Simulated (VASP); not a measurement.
Set up this calculation in VASP 6.6.1, as the native input.

- Task: single point
- Functional: PBE
- Potentials or basis: VASP PAW PBE potentials, release 64 (Ho_3, Au, F), 4f in core
- Cutoff: 600 eV
- k mesh: 3 × 3 × 2
- Occupations: gaussian, width 0.15 eV
- Spin: no spin polarisation
- Dipole correction: no
- Mended: yes
- Further INCAR settings: ALGO = Normal; EDIFF = 1e-06; NBANDS = 33

The structure of HoAuF4 lies in POSCAR:

```
HoAuF4
1.0
    3.3756090426      0.0000000000      0.0000000000
    0.0000000000      3.3756090426      0.0000000000
    0.0000000000      0.0000000000      7.1401087448
Ho Au F
1 1 4
Direct
    0.5000000000      0.5000000000      0.5000000000
    0.0000000000      0.0000000000      0.0000000000
    0.0000000000      0.0000000000      0.6510901299
    0.5000000000      0.5000000000      0.2082093361
    0.5000000000      0.5000000000      0.7917906639
    0.0000000000      0.0000000000      0.3489098701
```

The cell was built from a structure type or drawn by symmetry, and may not be a known phase.

The input as run:

INCAR

```
SYSTEM = HoAuF4
PREC = Accurate ; ENCUT = 600
EDIFF = 1E-6 ; ISMEAR = 0
SIGMA = 0.15 ; LREAL = .False.
LASPH = .True. ; NELM = 200
ALGO = Normal ; ISIF = 2
LWAVE = .False. ; LCHARG = .False.
GGA = PE ; NBANDS = 33
GGA_COMPAT = .False. ; LMAXMIX = 6
```

KPOINTS

```
regular mesh
0
Gamma
  3 3 2
  0 0 0
```

Potentials or basis: VASP PAW PBE potentials, release 64 (Ho_3, Au, F), 4f in core.

Run with:

```console
$ cat potpaw_PBE.64/Ho_3/POTCAR potpaw_PBE.64/Au/POTCAR potpaw_PBE.64/F/POTCAR > POTCAR
$ mpirun -np 1 vasp_std > vasp.out
```

Results of the run:

```yaml
Pressure: 0.2 GPa
Largest_force: 0.297 eV/Å
Band_gap_on_the_k_mesh: 0.30 eV (least direct gap 0.56 eV)
```

Caveat: the k points lie up to 0.62 Å⁻¹ apart; spin-orbit coupling is left out, which moves the levels of the heavy elements; an odd mesh through Γ misses points on the zone boundary, where band edges can lie; the 4f electrons are frozen in the core, so they carry no moment and show no levels.

It took 29 s on 1 thread of Intel(R) Xeon(R) Platinum 8259CL CPU @ 2.50GHz (Skylake/Cascade Lake) (shared host), peak memory 0.21 GiB.
